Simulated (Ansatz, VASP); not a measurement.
## Two plane-wave programs on Pd

The input INCAR:

```
SYSTEM = Pd
ALGO     = Normal         ! electronic algorithm
EDIFF    = 1E-6           ! SCF threshold, eV
ENCUT    = 400            ! plane-wave cutoff, eV
GGA      = PS             ! functional
GGA_COMPAT= .FALSE.      
ISIF     = 2              ! what is computed and relaxed
ISMEAR   = -1             ! smearing method
ISPIN    = 2              ! spin polarisation
ISYM     = 0            
LASPH    = .TRUE.         ! aspherical terms in the spheres
LCHARG   = .TRUE.         ! write CHGCAR
LELF     = .TRUE.         ! ELF
LMAXMIX  = 4              ! l up to which the mixer works
LORBIT   = 11             ! projections on sites
LREAL    = .FALSE.        ! projectors in reciprocal space
LVHAR    = .TRUE.       
LWAVE    = .FALSE.        ! write WAVECAR
MAGMOM   = 0.01           ! initial moments
NBANDS   = 15             ! bands
NELM     = 200            ! most SCF steps
PREC     = Accurate       ! precision mode
SIGMA    = 0.01           ! smearing width, eV
```

Contents of KPOINTS:

```
k-points
0
G
  1 1 1
  0 0 0
```

The input POSCAR:

```
Pd
1.0
   14.0000000000      0.0000000000      0.0000000000
    0.0000000000     14.4000000000      0.0000000000
    0.0000000000      0.0000000000     14.8000000000
Pd
1
Direct
    0.5000000000      0.5000000000      0.5000000000
```

Input for Ansatz:

```yaml
crystal:
  lattice:
    - [14.0, 0.0, 0.0]
    - [0.0, 14.4, 0.0]
    - [0.0, 0.0, 14.8]
  atoms:
    - { symbol: Pd, position: [0.5, 0.5, 0.5], spin: 0.01 }
  symmetry: { detect: false, time_reversal: true }
hamiltonian:
  xc: pbesol
  pseudopotentials:
    kind: paw
    azcp:
      Pd: "pseudopotentials/Pd.paw.azcp"
basis:
  ecutwfc: 420
  fft_grid_basis: typed
kpoints:
  mp_grid: { grid: [1, 1, 1], shift: [0, 0, 0] }
magnetization:
  spin_polarized: true
scf:
  occupations: { method: fermi_dirac, width: 0.01 }
```

Alike in both runs: task single point; functional PBEsol; k mesh 1 × 1 × 1; occupations fermi-dirac, width 0.01 eV; collinear spin.

|  | VASP | Ansatz |
| --- | --- | --- |
| version | VASP 6.6.1 | Ansatz 0.2.0 |
| potentials or method | VASP PAW PBE potentials, release 64 (Pd), cutoff 400 eV | plane waves (420 eV) with PAW, scalar-relativistic |
| valence electrons in the cell | 10 | 18 |

Ansatz gave:

```
gap on the k mesh at the Fermi level (eV) : 0.76
net moment per atom (μB)                  : 0.00
```

Question: Which values does VASP return?

Answer: gap on the k mesh at the Fermi level (eV): 0.70; net moment per atom (μB): 0.00.

VASP's potentials were made for PBE, not for PBEsol, and Ansatz warns of the same on its side. VASP's potentials hold 10 valence electrons a cell and Ansatz's 18, so a difference there can come from the potentials and not from the codes. Ansatz's warnings: seeded moment not kept.
